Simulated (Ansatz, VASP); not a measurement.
One calculation of SrTiO3, two programs

Contents of INCAR:

```
PREC = Accurate
ENCUT = 600
EDIFF = 1E-6
ISMEAR = 0
SIGMA = 0.02
LREAL = False
LASPH = True
NELM = 120
ALGO = Normal
ISIF = 2
LWAVE = False
LCHARG = False
GGA = PS
NBANDS = 28
GGA_COMPAT = False
```

KPOINTS

```
regular mesh
0
Gamma
  8 8 8
```

The input POSCAR:

```
SrTiO3
1.0
    4.0045172971      0.0000000000      0.0000000000
    0.0000000000      4.0045172971      0.0000000000
    0.0000000000      0.0000000000      4.0045172971
Sr Ti O
1 1 3
Direct
    0.5000000000      0.5000000000      0.5000000000
    0.0000000000      0.0000000000      0.0000000000
    0.5000000000      0.0000000000      0.0000000000
    0.0000000000      0.5000000000      0.0000000000
    0.0000000000      0.0000000000      0.5000000000
```

Input for Ansatz:

```yaml
crystal:
  lattice:
    - [4.0045172971, 0.0, 0.0]
    - [0.0, 4.0045172971, 0.0]
    - [0.0, 0.0, 4.0045172971]
  atoms:
    - { symbol: Sr, position: [0.5, 0.5, 0.5] }
    - { symbol: Ti, position: [0.0, 0.0, 0.0] }
    - { symbol: O, position: [0.5, 0.0, 0.0] }
    - { symbol: O, position: [0.0, 0.5, 0.0] }
    - { symbol: O, position: [0.0, 0.0, 0.5] }
basis:
  ecutwfc: 420
kpoints:
  mp_grid: { grid: [8, 8, 8] }
hamiltonian:
  xc: pbesol
  pseudopotentials: { kind: paw }
scf:
  occupations: { method: gaussian, width: 0.02 }
output:
  forces: true
  stress: true
  eigenvalues: true
```

Alike in both runs: task single point; functional PBEsol; k mesh 8 × 8 × 8; occupations gaussian, width 0.02 eV; no spin polarisation.

|  | VASP | Ansatz |
| --- | --- | --- |
| version | VASP 6.6.1 | Ansatz 0.2.0 |
| potentials or method | VASP PAW PBE potentials, release 64 (Sr_sv, Ti_sv, O), cutoff 600 eV | scalar-relativistic, plane waves, PAW |
| valence electrons in the cell | 40 | 40 |

Ansatz gave:

```
gap on the k mesh at the Fermi level (eV) : 1.70
least direct gap on the mesh (eV)         : 2.08
pressure (GPa)                            : -13.3
```

What did VASP give for the same quantities?

gap on the k mesh at the Fermi level (eV): 1.67; least direct gap on the mesh (eV): 2.06; pressure (GPa): -12.9.

VASP's potentials were made for PBE, not for PBEsol.
